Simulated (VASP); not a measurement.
Set up this calculation in VASP 6.6.1, as the native input.

* Task: single point
* Functional: PBE
* Potentials or basis: VASP PAW PBE potentials, release 64 (Ti_sv, B)
* Cutoff: 520 eV
* k mesh: 10 × 10 × 8
* Occupations: gaussian, width 0.028 eV
* Spin: no spin polarisation
* Dipole correction: no
* Further INCAR settings: ALGO = Normal; EDIFF = 1e-07; NBANDS = 16

The structure of TiB2 lies in POSCAR:

```
TiB2
1.0
    3.0292000000      0.0000000000      0.0000000000
   -1.5146000000      2.6233641531      0.0000000000
    0.0000000000      0.0000000000      3.2284000000
Ti B
1 2
Direct
    0.0000000000      0.0000000000      0.0000000000
    0.6666666667      0.3333333333      0.5000000000
    0.3333333333      0.6666666667      0.5000000000
```

These files were run (other wordings do the same):

INCAR

```
ALGO = Normal ; EDIFF = 1E-7
ENCUT = 520 ; GGA = PE
ISIF = 2 ; ISMEAR = 0
LASPH = T ; LCHARG = F
LREAL = F ; LWAVE = F
NBANDS = 16 ; NELM = 60
PREC = Accurate ; SIGMA = 0.028000000000000004
```

KPOINTS

```
k-points
0
Gamma
  10 10 8
```

Potentials or basis: VASP PAW PBE potentials, release 64 (Ti_sv, B).

Command:

```sh
$ cat potpaw_PBE.64/Ti_sv/POTCAR potpaw_PBE.64/B/POTCAR > POTCAR
$ mpirun -np 1 vasp_std > vasp.out
```

It gave:

The pressure is 0.5 GPa and the band gap on the k mesh is zero (bands 9 and 10 overlap by 0.56 eV).

Run time: 42 s on 1 thread of AMD EPYC 7R13, with other jobs on the host, peak memory 0.13 GiB.
